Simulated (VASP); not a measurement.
Write the native input for VASP 6.6.1 that does the following.

| Property | Result |
| --- | --- |
| Task | single point |
| Functional | r2SCAN |
| Potentials or basis | VASP PAW PBE potentials, release 64 (Cd, Se, S) |
| Cutoff | 520 eV |
| k mesh | 12 × 12 × 4 |
| Occupations | gaussian, width 0.02 eV |
| Spin | no spin polarisation |
| Dipole correction | no |
| Further INCAR settings | ALGO = Normal; EDIFF = 1e-07; NBANDS = 36 |

The system is Cd3Se2S.

```xyz
6
Lattice="4.3156 0.0000 0.0000 -2.1578 3.7374 0.0000 0.0000 0.0000 10.5861" Properties=species:S:1:pos:R:3 pbc="T T T"
Cd    0.0000    0.0000   10.5892
Cd    0.0000    2.4916    6.9639
Cd    2.1578    1.2458    3.6249
Se    0.0000    2.4916    9.6474
Se    0.0000    0.0000    2.6802
S     2.1578    1.2458    6.1923
```

These files were run (other wordings do the same):

POSCAR

```
Cd3Se2S
1.0
    4.3155830547      0.0000000000      0.0000000000
   -2.1577915274      3.7374045575      0.0000000000
    0.0000000000      0.0000000000     10.5861013924
Cd Se S
3 2 1
Direct
    0.0000000000      0.0000000000      1.0002903371
    0.3333333333      0.6666666667      0.6578385609
    0.6666666667      0.3333333333      0.3424175690
    0.3333333333      0.6666666667      0.9113255811
    0.0000000000      0.0000000000      0.2531820092
    0.6666666667      0.3333333333      0.5849459427
```

INCAR.step1

```
SYSTEM = Cd3Se2S
PREC = Accurate
ENCUT = 520
ISMEAR = 0
SIGMA = 0.02
LREAL = .FALSE.
LASPH = .TRUE.
NELM = 60
NBANDS = 36
GGA = PE
ALGO = Normal
EDIFF = 1E-4
LWAVE = .TRUE.
LCHARG = .FALSE.
```

INCAR.step2

```
SYSTEM = Cd3Se2S
PREC = Accurate
ENCUT = 520
EDIFF = 1E-7
ISMEAR = 0
SIGMA = 0.02
LREAL = .FALSE.
LASPH = .TRUE.
NELM = 60
ALGO = Normal
ISIF = 2
LWAVE = .FALSE.
LCHARG = .FALSE.
METAGGA = R2SCAN
LMIXTAU = .TRUE.
NBANDS = 36
ISTART = 1
```

KPOINTS

```
Automatic mesh
0
G
  12 12 4
  0 0 0
```

Potentials or basis: VASP PAW PBE potentials, release 64 (Cd, Se, S).

The run is started by

```sh
$ cat potpaw_PBE.64/Cd/POTCAR potpaw_PBE.64/Se/POTCAR potpaw_PBE.64/S/POTCAR > POTCAR
$ cp INCAR.step1 INCAR
$ mpirun -np 1 vasp_std > vasp.out
$ cp INCAR.step2 INCAR
$ mpirun -np 1 vasp_std > vasp.out
```

It gave:

| Item | Value |
| --- | --- |
| Pressure | -1.2 GPa |
| Largest force | 0.015 eV/Å |
| Band gap on the k mesh | 1.01 eV |

Caveat: the PAW data sets were made with another functional, which shifts forces and pressure a little.

Wall time 9.8 min on 1 thread of Intel(R) Xeon(R) 6975P-C (Granite Rapids), on a shared host, peak memory 0.56 GiB.
